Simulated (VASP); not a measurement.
# Li7Bi (Fm-3m) in VASP: notebook

The runs below take Li7Bi through relaxation of cell and atoms, single point, with PBE.

All numbers are computed with VASP 6.6.1; they aren't measurements. Logs are shortened: lines on timing, memory, paths and dates and some standing lists are left out, and cuts for length are marked.

## 1. The cell of the first run

Symmetry: Fm-3m, No. 225, cubic system. The conventional cell has a = 7.447 Å, b = 7.447 Å, c = 7.447 Å, α = 90.00°, β = 90.00°, γ = 90.00°. Li (site symmetry mmm) has 10 Li at 2.63 Å and 2 Bi at 2.63 Å within 3.5 Å. Li (site symmetry m-3m) has 12 Li at 2.63 Å within 3.5 Å. Within 3.5 Å of Bi (site symmetry m-3m) lie 12 Li at 2.63 Å.

The cell was generated, and may not be a known phase.

## 2. Relaxation of cell and atoms, PBE

INCAR

```
SYSTEM = Li7Bi
PREC = Accurate ; ENCUT = 600
EDIFF = 1E-7 ; ISMEAR = 0
SIGMA = 0.1 ; LREAL = .FALSE.
LASPH = .TRUE. ; NELM = 60
ALGO = Normal ; ISIF = 3
LWAVE = .FALSE. ; LCHARG = .FALSE.
GGA = PE ; IBRION = 2
NSW = 90 ; EDIFFG = -0.04
```

KPOINTS

```
regular mesh
0
G
  4 4 4
  0 0 0
```

POSCAR

```
Li7Bi
1.0
    0.0000000000      3.7236449700      3.7236449700
    3.7236449700      0.0000000000      3.7236449700
    3.7236449700      3.7236449700      0.0000000000
Li Bi
7 1
Direct
    0.5000000000      0.0000000000      0.0000000000
    0.0000000000      0.5000000000      0.5000000000
    0.0000000000      0.5000000000      0.0000000000
    0.5000000000      0.0000000000      0.5000000000
    0.0000000000      0.0000000000      0.5000000000
    0.5000000000      0.5000000000      0.0000000000
    0.5000000000      0.5000000000      0.5000000000
    0.0000000000      0.0000000000      0.0000000000
```

Potentials or basis: VASP PAW PBE potentials, release 64 (Li_sv, Bi_d).

The run is started by

```console
$ cat potpaw_PBE.64/Li_sv/POTCAR potpaw_PBE.64/Bi_d/POTCAR > POTCAR
$ mpirun -np 1 vasp_std > vasp.out
```

OUTCAR:

```text
SYSTEM = Li7Bi
   PREC = Accurate
   ENCUT = 600
   EDIFF = 1E-7
   ISMEAR = 0
   LREAL = .FALSE.
   LASPH = .TRUE.
   NELM = 60
   ISIF = 3
   GGA = PE
   IBRION = 2
   NSW = 90
   EDIFFG = -0.04

 ion  position               nearest neighbor table
   1  0.500  0.000  0.000-   8 2.63   8 2.63
   2  0.000  0.500  0.500-   8 2.63   8 2.63
   3  0.000  0.500  0.000-   8 2.63   8 2.63
   4  0.500  0.000  0.500-   8 2.63   8 2.63
   5  0.000  0.000  0.500-   8 2.63   8 2.63
   6  0.500  0.500  0.000-   8 2.63   8 2.63
   7  0.500  0.500  0.500-
   8  0.000  0.000  0.000-   1 2.63   3 2.63   5 2.63   2 2.63   4 2.63   5 2.63   2 2.63   3 2.63
                             6 2.63   1 2.63   4 2.63   6 2.63

  LATTYP: Found a face centered cubic cell.
 ALAT       =     7.4472899400

  Lattice vectors:

 A1 = (   0.0000000000,   3.7236449700,   3.7236449700)
 A2 = (   3.7236449700,   0.0000000000,   3.7236449700)
 A3 = (   3.7236449700,   3.7236449700,   0.0000000000)

Analysis of symmetry for initial positions (statically):
=====================================================================
 Subroutine PRICEL returns:
 Original cell was already a primitive cell.

 Routine SETGRP: Setting up the symmetry group for a
 face centered cubic supercell.

 Subroutine GETGRP returns: Found 48 space group operations
 (whereof 48 operations were pure point group operations)
 out of a pool of 48 trial point group operations.

The static configuration has the point symmetry O_h .

Analysis of symmetry for dynamics (positions and initial velocities):
=====================================================================
 Subroutine PRICEL returns:
 Original cell was already a primitive cell.

 Routine SETGRP: Setting up the symmetry group for a
 face centered cubic supercell.

 Subroutine GETGRP returns: Found 48 space group operations
 (whereof 48 operations were pure point group operations)
 out of a pool of 48 trial point group operations.

The dynamic configuration has the point symmetry O_h .

 Subroutine INISYM returns: Found 48 space group operations
 (whereof 48 operations are pure point group operations),
 and found     1 'primitive' translations

----------------------------------------------------------------------------------------

                                     Primitive cell

  volume of cell :     103.2606

  direct lattice vectors                    reciprocal lattice vectors
     0.000000000  3.723644970  3.723644970    -0.134277033  0.134277033  0.134277033
     3.723644970  0.000000000  3.723644970     0.134277033 -0.134277033  0.134277033
     3.723644970  3.723644970  0.000000000     0.134277033  0.134277033 -0.134277033

  length of vectors
     5.266029218  5.266029218  5.266029218     0.232574644  0.232574644  0.232574644

  position of ions in fractional coordinates (direct lattice)
     0.500000000  0.000000000  0.000000000
     0.000000000  0.500000000  0.500000000
     0.000000000  0.500000000  0.000000000
     0.500000000  0.000000000  0.500000000
     0.000000000  0.000000000  0.500000000
     0.500000000  0.500000000  0.000000000
     0.500000000  0.500000000  0.500000000
     0.000000000  0.000000000  0.000000000

  ion indices of the primitive-cell ions
   primitive index   ion index
                 1           1
                 2           2
                 3           3
                 4           4
                 5           5
                 6           6
                 7           7
                 8           8

----------------------------------------------------------------------------------------

 KPOINTS: regular mesh

Automatic generation of k-mesh.
 Grid dimensions read from file:
 generate k-points for:    4    4    4

 Generating k-lattice:

  Cartesian coordinates                     Fractional coordinates (reciprocal lattice)
    -0.033569258  0.033569258  0.033569258     0.250000000  0.000000000  0.000000000
     0.033569258 -0.033569258  0.033569258     0.000000000  0.250000000  0.000000000
     0.033569258  0.033569258 -0.033569258     0.000000000  0.000000000  0.250000000

  Length of vectors
     0.058143661  0.058143661  0.058143661

  Shift w.r.t. Gamma in fractional coordinates (k-lattice)
     0.000000000  0.000000000  0.000000000

 Subroutine IBZKPT returns following result:
 ===========================================

 Found      8 irreducible k-points:

 Following reciprocal coordinates:
            Coordinates               Weight
  0.000000  0.000000  0.000000      1.000000
  0.250000  0.000000  0.000000      8.000000
  0.500000  0.000000  0.000000      4.000000
  0.250000  0.250000  0.000000      6.000000
  0.500000  0.250000  0.000000     24.000000
 -0.250000  0.250000  0.000000     12.000000
  0.500000  0.500000  0.000000      3.000000
 -0.250000  0.500000  0.250000      6.000000
   k-points           NKPTS =      8   k-points in BZ     NKDIM =      8   number of bands    NBANDS=     23
   number of dos      NEDOS =    301   number of ions     NIONS =      8
   total plane-waves  NPLWV =  74088
   dimension x,y,z NGX =    42 NGY =   42 NGZ =   42
   dimension x,y,z NGXF=    84 NGYF=   84 NGZF=   84
   ions per type =               7   1
   NGX,Y,Z   is equivalent  to a cutoff of  13.26, 13.26, 13.26 a.u.
   NGXF,Y,Z  is equivalent  to a cutoff of  26.52, 26.52, 26.52 a.u.
 SYSTEM =  Li7Bi
   PREC   = accura    normal or accurate (medium, high low for compatibility)
   ISTART =      0    job   : 0-new  1-cont  2-samecut
   ICHARG =      2    charge: 1-file 2-atom 10-const
   ISPIN  =      1    spin polarized calculation?
   LNONCOLLINEAR =      F non collinear calculations
   LSORBIT =      F    spin-orbit coupling
   LASPH  =      T    aspherical Exc in radial PAW
   ENCUT  =  600.0 eV  44.10 Ry    6.64 a.u.  10.52 10.52 10.52*2*pi/ulx,y,z
   NELM   =     60;   NELMIN=  2; NELMDL= -5     # of ELM steps
   EDIFF  = 0.1E-06   stopping-criterion for ELM
   LREAL  =      F    real-space projection
   EDIFFG = -.4E-01   stopping-criterion for IOM
   NSW    =     90    number of steps for IOM
   IBRION =      2    ionic relax: 0-MD 1-quasi-New 2-CG
   NFREE  =      1    steps in history (QN), initial steepest desc. (CG)
   ISIF   =      3    stress and relaxation
   ISYM   =      2    0-nonsym 1-usesym 2-fastsym
   POTIM  = 0.5000    time-step for ionic-motion
   TEBEG  =    0.0;   TEEND  =   0.0 temperature during run
   PSTRESS=    0.0 pullay stress
   NELECT =      36.0000    total number of electrons
   NUPDOWN=      -1.0000    fix difference up-down
   EMIN   =  10.00;   EMAX   =-10.00  energy-range for DOS
   EFERMI =   0.00;   METHOD = LEGACY
   ISMEAR =     0;   SIGMA  =   0.10  broadening in eV -4-tet -1-fermi 0-gaus
   EFERMI_NEDOS =   21; number of points for ismear=-14 and -15
   IALGO  =     38    algorithm
   IMIX   =      4    mixing-type and parameters
     AMIX     =   0.40;   BMIX     =  1.00
     AMIX_MAG =   1.60;   BMIX_MAG =  1.00
  volume/ion in A,a.u.               =      12.91        87.10
  Fermi-wavevector in a.u.,A,eV,Ry     =   1.152208  2.177357 18.062854  1.327582
  Thomas-Fermi vector in A             =   2.288860
   LORBIT       =      0    0 simple, 1 ext, 2 COOP (PROOUT), +10 PAW based schemes
   GGA     = PE    functional components
   LHFCALC =     F    Hartree Fock is set to
   AEXX    =    0.0000 exact exchange contribution
   IVDW    =     0    specifies the selected vdW correction
   LEPSILON=     F    determine dielectric tensor
   LRPA    =     F    only Hartree local field effects (RPA)
 conjugate gradient relaxation of ions
 non-spin polarized calculation
 Gauss-broadening in eV      SIGMA  =   0.10
  energy-cutoff  :      600.00
  volume of cell :      103.26
 maximum number of plane-waves:      3479
   NGX = 21   NGY = 21   NGZ = 21

--------------------------------------- Ionic step        1  -------------------------------------------

 number of electron      35.9999963 magnetization

 Free energy of the ion-electron system (eV)
  ---------------------------------------------------
  ext. energy  EPLUGINS =         0.00000000
  ---------------------------------------------------
  free energy    TOTEN  =       -16.35880086 eV

  energy without entropy =      -16.33746621  energy(sigma->0) =      -16.34813354

------------------------ aborting loop because EDIFF is reached ----------------------------------------

  FORCE on cell =-STRESS in cart. coord.  units (eV):
  Direction    XX          YY          ZZ          XY          YZ          ZX
  --------------------------------------------------------------------------------------
  -------------------------------------------------------------------------------------
  Total       11.1464135     11.1464135     11.1464135      0.0000000     -0.0000000      0.0000000
  in kB      172.9461648    172.9461648    172.9461648      0.0000000     -0.0000000      0.0000000
  external PRESSURE =     172.9461648 kB  Pullay stress =       0.0000000 kB
[... 27 lines left out ...]
  energy  without entropy=      -16.3374662118  energy(sigma->0) =      -16.34813354

--------------------------------------- Ionic step        2  -------------------------------------------

 number of electron      35.9999975 magnetization

 E-fermi :   3.7632     XC(G=0):  -8.6004

 val. band max:        3.7590293398   @ k =   0.5000   0.0000   0.0000
 cond. band min:       3.8248937193   @ k =   0.5000   0.0000   0.0000
 fundamental gap:      0.0658643795
 Fermi energy:         3.7631733782

 k-point     1 :       0.0000    0.0000    0.0000
  band No.  band energies     occupation
      1     -43.1191      2.00000
      2     -42.5889      2.00000
      3     -42.5565      2.00000
      4     -42.5565      2.00000
      5     -42.5565      2.00000
      6     -42.5411      2.00000
[... 278 lines left out ...]
  energy  without entropy=      -18.4170178130  energy(sigma->0) =      -18.43022758

--------------------------------------- Ionic step        4  -------------------------------------------

 number of electron      36.0000050 magnetization

 Free energy of the ion-electron system (eV)
  ---------------------------------------------------
  ext. energy  EPLUGINS =         0.00000000
  ---------------------------------------------------
  free energy    TOTEN  =       -18.46524299 eV

  energy without entropy =      -18.43842992  energy(sigma->0) =      -18.45183645

 E-fermi :   2.6366     XC(G=0):  -7.9438

 val. band max:        2.5973782140   @ k =  -0.2500   0.2500   0.0000
 cond. band min:       2.6408897949   @ k =  -0.2500   0.2500   0.0000
 fundamental gap:      0.0435115808
 Fermi energy:         2.6366232978

 k-point     1 :       0.0000    0.0000    0.0000
  band No.  band energies     occupation
      1     -44.4552      2.00000
      2     -44.0034      2.00000
      3     -43.9884      2.00000
      4     -43.9884      2.00000
      5     -43.9884      2.00000
      6     -43.9812      2.00000
[... 232 lines left out ...]
  FREE ENERGIE OF THE ION-ELECTRON SYSTEM (eV)
  ---------------------------------------------------
  free  energy   TOTEN  =       -18.4652429850 eV

  energy  without entropy=      -18.4384299195  energy(sigma->0) =      -18.45183645

 reached required accuracy - stopping structural energy minimisation
```

It took 1.7 min on 1 thread of Intel Xeon 8259CL, shared host; peak memory 0.27 GiB.

What came out:

| Property | Result |
| --- | --- |
| Free energy | -18.4652 eV |
| Relaxed volume | 19.25 Å³/atom |
| Relaxed cell | a = 6.016 Å, b = 6.016 Å, c = 6.016 Å, α = 60.00°, β = 60.00°, γ = 60.00° |
| Space group after relaxing (to 0.1 Å) | Fm-3m (No. 225) |
| Energy gained by relaxing | 263.3 meV/atom |
| Ionic steps | 4 |
| Pressure after relaxing | 0.1 GPa |
| Band gap on the k mesh | zero (bands 18 and 19 overlap by 0.39 eV) |

The path:
```
step  energy change (eV)  largest force (eV/Å)  pressure (GPa)  volume (Å³)
   1              0.0000                0.0000           17.29       103.26
   2             -1.5704                0.0000            6.74       125.51
   3             -2.0846                0.0000            1.12       148.10
   4             -2.1064                0.0000            0.09       153.97
```

Final structure:
```
Li Bi
1.0
     0.00000    4.25401    4.25401
     4.25401    0.00000    4.25401
     4.25401    4.25401    0.00000
Li Bi
7 1
Direct
  0.50000 0.00000 0.00000
  0.00000 0.50000 0.50000
  0.00000 0.50000 0.00000
  0.50000 0.00000 0.50000
  0.00000 0.00000 0.50000
  0.50000 0.50000 0.00000
  0.50000 0.50000 0.50000
  0.00000 0.00000 0.00000
```

Levels at points of the mesh, in eV from the Fermi level:
```tsv
k point	band 14	band 15	band 16	band 17	band 18	band 19	band 20	band 21	band 22	band 23
(0.00, 0.00, 0.00)	-2.45	-2.45	-2.45	-2.26	-0.28	0.65	0.65	0.65	2.61	2.61
(0.50, 0.00, 0.00)	-3.72	-2.30	-2.30	-1.32	0.07	0.07	0.10	1.63	2.11	3.84
(0.50, 0.50, 0.00)	-3.45	-2.63	-2.63	-1.83	-0.84	1.90	1.90	2.04	3.02	3.14
```

Caveat: the k points lie up to 0.32 Å⁻¹ apart in the final cell; the cutoff is under 1.25 times the usual one of these potentials, so pressure, stress and relaxed cells hold a basis-set (Pulay) error; the volume moved by over 15 % at a fixed basis, so the end points are rough; spin-orbit coupling is left out, which moves the levels of the heavy elements.

## 3. Single point, PBE

This run uses another cell than the first one, of 19.91 Å³/atom.

INCAR

```
SYSTEM = Li7Bi
  PREC = Accurate
  ENCUT = 520
  EDIFF = 1E-6
  ISMEAR = 0
  SIGMA = 0.1
  LREAL = .FALSE.
  LASPH = .TRUE.
  NELM = 60
  ALGO = Fast
  ISIF = 2
  LWAVE = .FALSE.
  LCHARG = .FALSE.
  GGA = PE
  NBANDS = 28
```

KPOINTS

```
regular mesh
0
G
  8 8 8
  0 0 0
```

POSCAR, as its differences from that of step 2:

```diff
@@ -2,5 +2,5 @@
 1.0
-    0.0000000000      3.7236449700      3.7236449700
-    3.7236449700      0.0000000000      3.7236449700
-    3.7236449700      3.7236449700      0.0000000000
+    0.0000000000      4.3027546297      4.3027546297
+    4.3027546297      0.0000000000      4.3027546297
+    4.3027546297      4.3027546297      0.0000000000
 Li Bi
```

Potentials or basis: VASP PAW PBE potentials, release 64 (Li_sv, Bi_d).

The run is started by

```console
$ cat potpaw_PBE.64/Li_sv/POTCAR potpaw_PBE.64/Bi_d/POTCAR > POTCAR
$ mpirun -np 1 vasp_std > vasp.out
```

Run time: 12 min. Hardware: 1 thread of Intel Xeon 8259CL, shared host; peak memory 0.38 GiB.

Results (log left out):

```yaml
Free_energy: -18.7244 eV
Band_gap_on_the_k_mesh: zero (bands 18 and 19 overlap by 0.58 eV)
```

Levels at points of the mesh, in eV from the Fermi level:
| k point | band 15 | band 16 | band 17 | band 18 | band 19 | band 20 | band 21 | band 22 |
| --- | --- | --- | --- | --- | --- | --- | --- | --- |
| (0.00, 0.00, 0.00) | -2.36 | -2.36 | -2.22 | -0.20 | 0.76 | 0.76 | 0.76 | 2.56 |
| (0.50, 0.00, 0.00) | -2.23 | -2.23 | -1.26 | 0.18 | 0.18 | 0.18 | 1.60 | 2.11 |
| (0.50, 0.50, 0.00) | -2.54 | -2.54 | -1.70 | -0.78 | 1.95 | 1.95 | 1.99 | 2.89 |

Caveat: the cutoff is under 1.25 times the usual one of these potentials, so pressure, stress and relaxed cells hold a basis-set (Pulay) error; spin-orbit coupling is left out, which moves the levels of the heavy elements.

(Part 1 of 2 ends here.)

The gap in the log of VASP goes by the Fermi energy; the results here count the filled bands.